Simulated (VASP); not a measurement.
# MgO2 (R-3m) in VASP: further runs

MgO2 is run at these levels: PBEsol; tasks: single point.

Everything below comes from runs of VASP 6.6.1. Logs are shortened: lines on timing, memory, paths and dates and some standing lists are left out, and cuts for length are marked.

## Step 1: The cell of the first run

The structure is trigonal, space group R-3m (No. 166). The conventional cell has a = 3.370 Å, b = 3.370 Å, c = 9.958 Å, α = 90.00°, β = 90.00°, γ = 120.00°. Within 2.9 Å of Mg (site symmetry -3m) lie 6 O at 2.17 Å. O (site symmetry 3m) has 1 O at 1.42 Å within 1.9 Å.

## Step 2: Single point, PBEsol (strain +0.050 along x and y, -0.050 along z)

Contents of INCAR:

```
PREC = Accurate ; ENCUT = 520
EDIFF = 1E-6 ; ISMEAR = 0
SIGMA = 0.05 ; LREAL = False
LASPH = True ; NELM = 100
ALGO = Normal ; ISIF = 2
LWAVE = False ; LCHARG = False
GGA = PS ; NBANDS = 14
```

Contents of KPOINTS:

```
regular mesh
0
Gamma
  12 12 12
```

Contents of POSCAR:

```
MgO2
1.0
    1.6849990668      0.9728346648      3.3192799312
   -1.6849990668      0.9728346648      3.3192799312
    0.0000000000     -1.9456693296      3.3192799312
Mg O
1 2
Direct
    0.0000000000      0.0000000000      0.0000000000
    0.4287860000      0.4287860000      0.4287860000
    0.5712140000      0.5712140000      0.5712140000
```

Potentials or basis: VASP PAW PBE potentials, release 64 (Mg, O).

Started as:

```sh
> cat potpaw_PBE.64/Mg/POTCAR potpaw_PBE.64/O/POTCAR > POTCAR
> mpirun -np 1 vasp_std > vasp.out
```

OUTCAR:

```text
PREC = Accurate
   ENCUT = 520
   EDIFF = 1E-6
   ISMEAR = 0
   LREAL = False
   LASPH = True
   NELM = 100
   ISIF = 2
   GGA = PS

 ion  position               nearest neighbor table
   1  0.000  0.000  0.000-   3 2.17   2 2.17   3 2.17   3 2.17   2 2.17   2 2.17
   2  0.429  0.429  0.429-   3 1.42   1 2.17   1 2.17   1 2.17
   3  0.571  0.571  0.571-   2 1.42   1 2.17   1 2.17   1 2.17

  LATTYP: Found a trigonal (rhomboedric) cell.
 ALAT       =     3.8474989801
 COS(alpha) =     0.6164055648

  Lattice vectors:

 A1 = (   1.6849990668,   0.9728346648,   3.3192799312)
 A2 = (  -1.6849990668,   0.9728346648,   3.3192799312)
 A3 = (   0.0000000000,  -1.9456693296,   3.3192799312)

Analysis of symmetry for initial positions (statically):
=====================================================================
 Subroutine PRICEL returns:
 Original cell was already a primitive cell.

 Routine SETGRP: Setting up the symmetry group for a
 trigonal (rhombohedral) supercell.

 Subroutine GETGRP returns: Found 12 space group operations
 (whereof 12 operations were pure point group operations)
 out of a pool of 12 trial point group operations.

The static configuration has the point symmetry D_3d.

Analysis of symmetry for dynamics (positions and initial velocities):
=====================================================================
 Subroutine PRICEL returns:
 Original cell was already a primitive cell.

 Routine SETGRP: Setting up the symmetry group for a
 trigonal (rhombohedral) supercell.

 Subroutine GETGRP returns: Found 12 space group operations
 (whereof 12 operations were pure point group operations)
 out of a pool of 12 trial point group operations.

The dynamic configuration has the point symmetry D_3d.

 Subroutine INISYM returns: Found 12 space group operations
 (whereof 12 operations are pure point group operations),
 and found     1 'primitive' translations

----------------------------------------------------------------------------------------

                                     Primitive cell

  volume of cell :      32.6463

  direct lattice vectors                    reciprocal lattice vectors
     1.684999067  0.972834665  3.319279931     0.296736069  0.171320650  0.100423387
    -1.684999067  0.972834665  3.319279931    -0.296736069  0.171320650  0.100423387
     0.000000000 -1.945669330  3.319279931     0.000000000 -0.342641299  0.100423387

  length of vectors
     3.847498980  3.847498980  3.847498980     0.357054501  0.357054501  0.357054501

  position of ions in fractional coordinates (direct lattice)
     0.000000000  0.000000000  0.000000000
     0.428786000  0.428786000  0.428786000
     0.571214000  0.571214000  0.571214000

  ion indices of the primitive-cell ions
   primitive index   ion index
                 1           1
                 2           2
                 3           3

----------------------------------------------------------------------------------------

 KPOINTS: regular mesh

Automatic generation of k-mesh.
 Grid dimensions read from file:
 generate k-points for:   12   12   12

 Generating k-lattice:

  Cartesian coordinates                     Fractional coordinates (reciprocal lattice)
     0.024728006  0.014276721  0.008368616     0.083333333 -0.000000000  0.000000000
    -0.024728006  0.014276721  0.008368616    -0.000000000  0.083333333  0.000000000
     0.000000000 -0.028553442  0.008368616     0.000000000  0.000000000  0.083333333

  Length of vectors
     0.029754542  0.029754542  0.029754542

  Shift w.r.t. Gamma in fractional coordinates (k-lattice)
     0.000000000  0.000000000  0.000000000

 Subroutine IBZKPT returns following result:
 ===========================================

 Found    189 irreducible k-points:

 Following reciprocal coordinates:
            Coordinates               Weight
  0.000000  0.000000  0.000000      1.000000
  0.083333  0.000000  0.000000      6.000000
  0.166667  0.000000  0.000000      6.000000
  0.250000  0.000000 -0.000000      6.000000
  0.333333  0.000000  0.000000      6.000000
  0.416667  0.000000  0.000000      6.000000
[... 16 lines left out ...]
  0.500000  0.166667  0.000000     12.000000
 -0.416667  0.166667 -0.000000     12.000000
 [... further k-points ...]
   k-points           NKPTS =    189   k-points in BZ     NKDIM =    189   number of bands    NBANDS=     14
   number of dos      NEDOS =    301   number of ions     NIONS =      3
   total plane-waves  NPLWV =  27000
   dimension x,y,z NGX =    30 NGY =   30 NGZ =   30
   dimension x,y,z NGXF=    60 NGYF=   60 NGZF=   60
   ions per type =               1   2
   NGX,Y,Z   is equivalent  to a cutoff of  12.96, 12.96, 12.96 a.u.
   NGXF,Y,Z  is equivalent  to a cutoff of  25.93, 25.93, 25.93 a.u.
 SYSTEM =  unknown system
   PREC   = accura    normal or accurate (medium, high low for compatibility)
   ISTART =      0    job   : 0-new  1-cont  2-samecut
   ICHARG =      2    charge: 1-file 2-atom 10-const
   ISPIN  =      1    spin polarized calculation?
   LNONCOLLINEAR =      F non collinear calculations
   LSORBIT =      F    spin-orbit coupling
   LASPH  =      T    aspherical Exc in radial PAW
   ENCUT  =  520.0 eV  38.22 Ry    6.18 a.u.   7.15  7.15  7.15*2*pi/ulx,y,z
   NELM   =    100;   NELMIN=  2; NELMDL= -5     # of ELM steps
   EDIFF  = 0.1E-05   stopping-criterion for ELM
   LREAL  =      F    real-space projection
   EDIFFG = 0.1E-04   stopping-criterion for IOM
   NSW    =      0    number of steps for IOM
   IBRION =     -1    ionic relax: 0-MD 1-quasi-New 2-CG
   NFREE  =      0    steps in history (QN), initial steepest desc. (CG)
   ISIF   =      2    stress and relaxation
   ISYM   =      2    0-nonsym 1-usesym 2-fastsym
   POTIM  = 0.5000    time-step for ionic-motion
   TEBEG  =    0.0;   TEEND  =   0.0 temperature during run
   PSTRESS=    0.0 pullay stress
   NELECT =      14.0000    total number of electrons
   NUPDOWN=      -1.0000    fix difference up-down
   EMIN   =  10.00;   EMAX   =-10.00  energy-range for DOS
   EFERMI =   0.00;   METHOD = LEGACY
   ISMEAR =     0;   SIGMA  =   0.05  broadening in eV -4-tet -1-fermi 0-gaus
   EFERMI_NEDOS =   21; number of points for ismear=-14 and -15
   IALGO  =     38    algorithm
   IMIX   =      4    mixing-type and parameters
     AMIX     =   0.40;   BMIX     =  1.00
     AMIX_MAG =   1.60;   BMIX_MAG =  1.00
  volume/ion in A,a.u.               =      10.88        73.44
  Fermi-wavevector in a.u.,A,eV,Ry     =   1.234543  2.332948 20.736592  1.524096
  Thomas-Fermi vector in A             =   2.369229
   LORBIT       =      0    0 simple, 1 ext, 2 COOP (PROOUT), +10 PAW based schemes
   GGA     = PS    functional components
   LHFCALC =     F    Hartree Fock is set to
   AEXX    =    0.0000 exact exchange contribution
   IVDW    =     0    specifies the selected vdW correction
   LEPSILON=     F    determine dielectric tensor
   LRPA    =     F    only Hartree local field effects (RPA)
 non-spin polarized calculation
 Gauss-broadening in eV      SIGMA  =   0.05
  energy-cutoff  :      520.00
  volume of cell :       32.65
 maximum number of plane-waves:       895
 NGX is ok and might be reduce to    30
   NGX = 15   NGY = 15   NGZ = 15

 number of electron      13.9999997 magnetization

 Free energy of the ion-electron system (eV)
  ---------------------------------------------------
  ext. energy  EPLUGINS =         0.00000000
  ---------------------------------------------------
  free energy    TOTEN  =       -16.94841515 eV

  energy without entropy =      -16.94841515  energy(sigma->0) =      -16.94841515

 E-fermi :   3.0485     XC(G=0): -10.1617

 val. band max:        2.8137157743   @ k =   0.5000   0.5000   0.0000
 cond. band min:       5.4769208171   @ k =   0.3333   0.3333   0.3333
 fundamental gap:      2.6632050428
 Fermi energy:         3.0485067468

 k-point     1 :       0.0000    0.0000    0.0000
  band No.  band energies     occupation
      1     -19.4477      2.00000
      2     -11.2880      2.00000
      3      -5.1764      2.00000
      4      -1.3564      2.00000
      5      -1.3564      2.00000
      6       1.8865      2.00000
      7       1.8865      2.00000
      8       6.0964      0.00000
      9       8.4301      0.00000
     10      15.1294      0.00000
     11      15.9587      0.00000
     12      15.9587      0.00000
     13      16.9618      0.00000
     14      17.6862      0.00000

 k-point     2 :       0.0833    0.0000    0.0000
  band No.  band energies     occupation
      1     -19.4252      2.00000
      2     -11.3167      2.00000
      3      -5.1325      2.00000
      4      -1.5154      2.00000
      5      -1.3720      2.00000
      6       1.8542      2.00000
      7       1.8746      2.00000
      8       6.3164      0.00000
      9       8.4517      0.00000
     10      15.0486      0.00000
     11      15.3116      0.00000
     12      16.1134      0.00000
     13      17.1172      0.00000
     14      17.4673      0.00000

 k-point     3 :       0.1667    0.0000    0.0000
  band No.  band energies     occupation
      1     -19.3631      2.00000
      2     -11.3950      2.00000
      3      -5.0103      2.00000
      4      -1.9279      2.00000
      5      -1.4138      2.00000
      6       1.7664      2.00000
      7       1.8573      2.00000
      8       6.8966      0.00000
      9       8.4939      0.00000
     10      14.1262      0.00000
     11      15.0088      0.00000
     12      16.5701      0.00000
     13      16.9424      0.00000
     14      17.5112      0.00000
[... 324 lines left out ...]
 k-point    23 :       0.5000    0.1667    0.0000
  band No.  band energies     occupation
      1     -19.0705      2.00000
      2     -11.8271      2.00000
      3      -4.0624      2.00000
      4      -3.4552      2.00000
      5      -1.8555      2.00000
      6       1.2782      2.00000
      7       2.1224      2.00000
      8       7.7247      0.00000
      9      10.6806      0.00000
     10      11.2101      0.00000
     11      14.3862      0.00000
     12      16.5428      0.00000
     13      17.1216      0.00000
     14      18.5073      0.00000

 k-point    24 :      -0.4167    0.1667   -0.0000
  band No.  band energies     occupation
      1     -19.0660      2.00000
      2     -11.7739      2.00000
      3      -4.2655      2.00000
      4      -3.3414      2.00000
      5      -1.9030      2.00000
      6       1.3258      2.00000
      7       1.9458      2.00000
      8       7.8536      0.00000
      9      10.6123      0.00000
     10      11.4621      0.00000
     11      14.5968      0.00000
     12      16.6094      0.00000
     13      17.2199      0.00000
     14      18.1789      0.00000

 [... further k-points ...]
[... 5 lines left out ...]
  --------------------------------------------------------------------------------------
  -------------------------------------------------------------------------------------
  Total       -3.0716131     -3.0716131      3.8160631      0.0000000      0.0000000      0.0000000
  in kB     -150.7451199   -150.7451199    187.2803867      0.0000000      0.0000000      0.0000000
  external PRESSURE =     -38.0699510 kB  Pullay stress =       0.0000000 kB

 VOLUME and BASIS-vectors are now :
 -----------------------------------------------------------------------------
  energy-cutoff  :      520.00
  volume of cell :       32.65
      direct lattice vectors                 reciprocal lattice vectors
     1.684999067  0.972834665  3.319279931     0.296736069  0.171320650  0.100423387
    -1.684999067  0.972834665  3.319279931    -0.296736069  0.171320650  0.100423387
     0.000000000 -1.945669330  3.319279931     0.000000000 -0.342641299  0.100423387

 POSITION                                       TOTAL-FORCE (eV/Angst)
 -----------------------------------------------------------------------------------
      0.00000      0.00000      0.00000         0.000000     -0.000000     -0.000000
      0.00000      0.00000      4.26978         0.000000     -0.000000     -2.267574
      0.00000      0.00000      5.68806         0.000000      0.000000      2.267574
 -----------------------------------------------------------------------------------
    total drift:                                0.000000     -0.000000      0.000000

  FREE ENERGIE OF THE ION-ELECTRON SYSTEM (eV)
  ---------------------------------------------------
  free  energy   TOTEN  =       -16.9484151531 eV

  energy  without entropy=      -16.9484151531  energy(sigma->0) =      -16.94841515
```

It took 71 s on 1 thread of Intel Xeon Platinum 8488C (Sapphire Rapids), shared host; peak memory 0.22 GiB.

Results:

| Property | Result |
| --- | --- |
| Free energy | -16.9484 eV |
| Pressure | -3.8 GPa |
| Largest force | 2.268 eV/Å |
| Band gap on the k mesh | 2.66 eV, indirect (least direct gap 2.90 eV) |

Forces in eV/Å, atoms in the order of the input:
```
Mg   0.000  0.000  0.000
O    0.000  0.000 -2.268
O    0.000  0.000  2.268
```

Levels at points of the mesh, in eV from the valence-band top:
```csv
k point,band 4,band 5,band 6,band 7,band 8,band 9,band 10,band 11
"(0.00, 0.00, 0.00)",-4.17,-4.17,-0.93,-0.93,3.28,5.62,12.32,13.14
"(0.50, 0.00, 0.00)",-6.52,-4.39,-1.40,-0.79,5.08,7.35,8.44,11.77
"(0.50, 0.50, 0.00)",-5.80,-5.17,-2.01,0.00,4.51,6.33,9.35,11.69
"(0.50, 0.50, 0.50)",-4.71,-4.71,-0.03,-0.03,3.28,3.62,9.00,12.17
```

Caveat: the cell differs from its parent crystal (strain +0.050 along x and y, -0.050 along z); the PAW data sets were made with another functional, which shifts forces and pressure a little.

## Step 3: Single point, PBEsol (strain +0.000 along x and y, +0.050 along z)

Contents of INCAR:

```
PREC = Accurate
ENCUT = 520
EDIFF = 1E-7
ISMEAR = 0
SIGMA = 0.05
LREAL = F
LASPH = T
NELM = 100
ALGO = Normal
ISIF = 2
LWAVE = F
LCHARG = F
GGA = PS
NBANDS = 14
```

Contents of KPOINTS:

```
Automatic mesh
0
Gamma
  12 12 12
```

Contents of POSCAR:

```
MgO2
1.0
    1.6047610160      0.9265092046      3.6686778186
   -1.6047610160      0.9265092046      3.6686778186
    0.0000000000     -1.8530184092      3.6686778186
Mg O
1 2
Direct
    0.0000000000      0.0000000000      0.0000000000
    0.4287860000      0.4287860000      0.4287860000
    0.5712140000      0.5712140000      0.5712140000
```

Potentials or basis: VASP PAW PBE potentials, release 64 (Mg, O).

Started as:

```sh
> cat potpaw_PBE.64/Mg/POTCAR potpaw_PBE.64/O/POTCAR > POTCAR
> mpirun -np 1 vasp_std > vasp.out
```

Wall time 54 s (1 thread of Intel Xeon Platinum 8488C (Sapphire Rapids), shared host); peak memory 0.22 GiB.

The run converged. Its results:

```
Free energy            : -17.0420 eV
Pressure               : -12.2 GPa
Largest force          : 1.107 eV/Å
Band gap on the k mesh : 1.28 eV, direct
```

Forces on the atoms (eV/Å):
```
Mg   0.000  0.000  0.000
O    0.000  0.000  1.107
O    0.000  0.000 -1.107
```

Stress tensor (GPa, compression positive):
```
 -4.91   0.00   0.00
  0.00  -4.91   0.00
  0.00   0.00 -26.91
```

Levels at points of the mesh, in eV from the valence-band top:
```
           k point  band 4  band 5  band 6  band 7  band 8  band 9  band 10  band 11
(0.00, 0.00, 0.00)   -2.71   -2.71   -0.68   -0.68    3.99    4.73    11.34    13.06
(0.50, 0.00, 0.00)   -5.45   -3.06   -1.23   -1.12    3.28    8.72    10.25    12.35
(0.50, 0.50, 0.00)   -4.82   -3.66   -2.15   -0.17    2.58    8.21    11.12    11.73
(0.50, 0.50, 0.50)   -3.17   -3.17    0.00    0.00    1.28    5.43     8.74    14.48
```

Caveat: the cell differs from its parent crystal (strain +0.000 along x and y, +0.050 along z); the PAW data sets were made with another functional, which shifts forces and pressure a little. A k mesh can miss the band edges.

## Step 4: Single point, PBEsol (strain +0.025 along x and y, +0.000 along z)

Contents of INCAR:

```
PREC = Accurate
ENCUT = 520
EDIFF = 1E-7
ISMEAR = 0
SIGMA = 0.05
LREAL = False
LASPH = True
NELM = 80
ALGO = Normal
ISIF = 2
LWAVE = False
LCHARG = True
GGA = PS
LELF = True
LVHAR = True
NBANDS = 14
```

Contents of KPOINTS:

```
regular mesh
0
Gamma
  12 12 12
```

Contents of POSCAR:

```
MgO2
1.0
    1.6448800414      0.9496719347      3.4939788749
   -1.6448800414      0.9496719347      3.4939788749
    0.0000000000     -1.8993438694      3.4939788749
Mg O
1 2
Direct
    0.0000000000      0.0000000000      0.0000000000
    0.4287860000      0.4287860000      0.4287860000
    0.5712140000      0.5712140000      0.5712140000
```

Started as:

```sh
> cat potpaw_PBE.64/Mg/POTCAR potpaw_PBE.64/O/POTCAR > POTCAR
> mpirun -np 1 vasp_std > vasp.out
```

Wall time 83 s (1 thread of Intel Xeon Platinum 8488C (Sapphire Rapids), shared host); peak memory 0.22 GiB.

It converged, with:

```yaml
Free_energy: -17.1345 eV
Pressure: -9.1 GPa
Largest_force: 0.151 eV/Å
Band_gap_on_the_k_mesh: 2.26 eV, direct
```

Forces in eV/Å, atoms in the order of the input:
```
Mg   0.000  0.000  0.000
O    0.000  0.000 -0.151
O    0.000  0.000  0.151
```

Stress tensor (GPa, compression positive):
```
-10.40   0.00   0.00
  0.00 -10.40   0.00
  0.00   0.00  -6.62
```

Levels at points of the mesh, in eV from the valence-band top:
```tsv
k point	band 5	band 6	band 7	band 8	band 9	band 10
(0.00, 0.00, 0.00)	-3.36	-0.78	-0.78	4.06	4.79	11.73
(0.50, 0.00, 0.00)	-3.64	-1.24	-0.99	4.16	8.11	9.41
(0.50, 0.50, 0.00)	-4.34	-2.04	-0.08	3.51	7.32	10.31
(0.50, 0.50, 0.50)	-3.86	0.00	0.00	2.26	4.57	8.87
```

Caveat: the cell differs from its parent crystal (strain +0.025 along x and y, +0.000 along z); the PAW data sets were made with another functional, which shifts forces and pressure a little. A k mesh can miss the band edges.

## Step 5: Single point, PBEsol (strain +0.050 along x and y, -0.025 along z)

Contents of INCAR:

```
PREC = Accurate ; ENCUT = 520
EDIFF = 1E-7 ; ISMEAR = 0
SIGMA = 0.05 ; LREAL = False
LASPH = True ; NELM = 100
ALGO = Normal ; ISIF = 2
LWAVE = False ; LCHARG = False
GGA = PS ; NBANDS = 14
```

KPOINTS is that of step 4.

Contents of POSCAR:

```
MgO2
1.0
    1.6849990668      0.9728346648      3.4066294030
   -1.6849990668      0.9728346648      3.4066294030
    0.0000000000     -1.9456693296      3.4066294030
Mg O
1 2
Direct
    0.0000000000      0.0000000000      0.0000000000
    0.4287860000      0.4287860000      0.4287860000
    0.5712140000      0.5712140000      0.5712140000
```

Started as:

```sh
> cat potpaw_PBE.64/Mg/POTCAR potpaw_PBE.64/O/POTCAR > POTCAR
> mpirun -np 1 vasp_std > vasp.out
```

Run time: 2.1 min. Hardware: 1 thread of Intel Xeon Platinum 8488C (Sapphire Rapids), shared host; peak memory 0.22 GiB.

The run converged. Its results:

```
Free energy            : -17.0122 eV
Pressure               : -8.5 GPa
Largest force          : 1.201 eV/Å
Band gap on the k mesh : 2.65 eV, indirect (least direct gap 2.74 eV)
```

Forces on the atoms (eV/Å):
```
Mg   0.000  0.000  0.000
O    0.000  0.000 -1.201
O    0.000  0.000  1.201
```

Stress tensor (GPa, compression positive):
```
-15.14   0.00   0.00
  0.00 -15.14   0.00
  0.00   0.00   4.89
```

Levels at points of the mesh, in eV from the valence-band top:
| k point | band 3 | band 4 | band 5 | band 6 | band 7 | band 8 | band 9 | band 10 | band 11 | band 12 |
| --- | --- | --- | --- | --- | --- | --- | --- | --- | --- | --- |
| (0.00, 0.00, 0.00) | -7.63 | -3.75 | -3.75 | -0.83 | -0.83 | 3.49 | 5.21 | 11.89 | 13.45 | 13.45 |
| (0.50, 0.00, 0.00) | -6.69 | -6.11 | -3.98 | -1.29 | -0.82 | 4.64 | 7.57 | 8.61 | 11.73 | 13.27 |
| (0.50, 0.50, 0.00) | -6.06 | -5.42 | -4.72 | -1.96 | -0.01 | 4.03 | 6.67 | 9.58 | 11.50 | 12.19 |
| (0.50, 0.50, 0.50) | -5.03 | -4.26 | -4.26 | 0.00 | 0.00 | 2.77 | 3.98 | 8.74 | 12.47 | 12.47 |

Caveat: the cell differs from its parent crystal (strain +0.050 along x and y, -0.025 along z); the PAW data sets were made with another functional, which shifts forces and pressure a little. A k mesh can miss the band edges.

(Part 1 of 2 ends here.)
